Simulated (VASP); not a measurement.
ZrC, 2 atoms in the cell. It takes space group Fm-3m (No. 225, cubic). Conventional cell: a = 4.732 Å, b = 4.732 Å, c = 4.732 Å, α = 90.00°, β = 90.00°, γ = 90.00°. Zr (site symmetry m-3m) has 6 C at 2.37 Å within 3.1 Å. Within 3.1 Å of C (site symmetry m-3m) lie 6 Zr at 2.37 Å.  This cell differs from its parent crystal: volume scaled by 1.02.

```yaml
Program: VASP 6.6.1
Task: single point
Functional: PBE
Potentials_or_basis: VASP PAW PBE potentials, release 64 (Zr_sv, C)
Cutoff: 520 eV
k_mesh: 15 × 15 × 15
Occupations: fermi-dirac, width 0.05 eV
Spin: no spin polarisation
Dipole_correction: no
Further_INCAR_settings: ALGO = Normal; EDIFF = 1e-07; NBANDS = 15
```

Potentials or basis: VASP PAW PBE potentials, release 64 (Zr_sv, C).

Launch:

```bash
$ cat potpaw_PBE.64/Zr_sv/POTCAR potpaw_PBE.64/C/POTCAR > POTCAR
$ mpirun -np 1 vasp_std > vasp.out
```

Hardware: 1 thread of Intel(R) Xeon(R) Platinum 8259CL CPU @ 2.50GHz (Skylake/Cascade Lake) (shared host).

Task: How long does it take, and how much memory?

Result: Run time: 54 s on 1 thread of Intel(R) Xeon(R) Platinum 8259CL CPU @ 2.50GHz (Skylake/Cascade Lake), with other jobs on the host, peak memory 0.19 GiB. Counts: scf iterations 14, k points 120.
